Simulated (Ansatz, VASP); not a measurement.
Given: the input of a run of Ansatz 0.2.0 on La2O3.

The input input.yaml:

```yaml
crystal:
  lattice:
    - [6.2402306599, 0.0, 0.0]
    - [-3.1201153299, 5.4041982769, 0.0]
    - [0.0, 0.0, 3.222734668]
  atoms:
    - { symbol: La, position: [0.6666666667, 0.3333333333, 0.498103] }
    - { symbol: La, position: [0.3333333333, 0.6666666667, 0.501897] }
    - { symbol: O, position: [0.504607, 0.0, 0.0] }
    - { symbol: O, position: [0.0, 0.504607, 0.0] }
    - { symbol: O, position: [0.495393, 0.495393, 0.0] }
kpoints:
  mp_grid: { grid: [5, 5, 8] }
scf:
  occupations: { method: fermi_dirac, width: 0.05 }
hamiltonian:
  xc: lda
  pseudopotentials: { kind: all_electron, lapw: { basis_error: 0.002 } }
output:
  forces: true
  stress: true
  eigenvalues: true
```

Potentials or basis: all-electron LAPW, scalar-relativistic.

Command:

```console
$ ansatz run input.yaml --threads 4 --pin off --max-ram 14336MiB --backend cpu --events-out ev --progress --plain --runs-dir out
```

Q: Translate it to VASP 6.6.1. Potentials there: VASP PAW LDA potentials, release 64 (La, O).

A: As run (the cutoff follows the program's own potentials):

Contents of INCAR:

```
SYSTEM = La2O3
  PREC = Accurate
  ENCUT = 520
  EDIFF = 1E-6
  ISMEAR = -1
  SIGMA = 0.05
  LREAL = .FALSE.
  LASPH = .TRUE.
  NELM = 60
  ALGO = Normal
  ISIF = 2
  LWAVE = .FALSE.
  LCHARG = .FALSE.
  NBANDS = 28
```

The input KPOINTS:

```
Automatic mesh
0
G
  5 5 8
  0 0 0
```

POSCAR

```
La2O3
1.0
    6.2402306599      0.0000000000      0.0000000000
   -3.1201153299      5.4041982769      0.0000000000
    0.0000000000      0.0000000000      3.2227346680
La O
2 3
Direct
    0.6666666667      0.3333333333      0.4981030000
    0.3333333333      0.6666666667      0.5018970000
    0.5046070000      0.0000000000      0.0000000000
    0.0000000000      0.5046070000      0.0000000000
    0.4953930000      0.4953930000      0.0000000000
```

Potentials or basis: VASP PAW LDA potentials, release 64 (La, O).

The run is started by

```bash
$ cat potpaw_LDA.64/La/POTCAR potpaw_LDA.64/O/POTCAR > POTCAR
$ mpirun -np 1 vasp_std > vasp.out
```

Both were run:

|  | VASP | Ansatz | Ansatz less VASP |
| --- | --- | --- | --- |
| gap on the k mesh at the Fermi level (eV) | 1.16 | 1.16 | +0.003 |
| least direct gap on the mesh (eV) | 1.80 | 1.81 | +0.005 |
| pressure (GPa) | 0.7 | 0.8 | +0.06 |
| traceless stress, the component that is largest in VASP (GPa) | 0.34 | 0.32 | -0.020 |
| rms of the force components (eV/Å) | 0.017 | 0.017 | +0.0001 |

LDA's correlation is that of Perdew and Zunger in VASP and of Perdew and Wang (1992) in Ansatz. Atom by atom the forces differ by 0.000 eV/Å (rms over components). Ansatz ran all-electron here, and VASP with PAW potentials.

Spin-orbit coupling is off throughout.
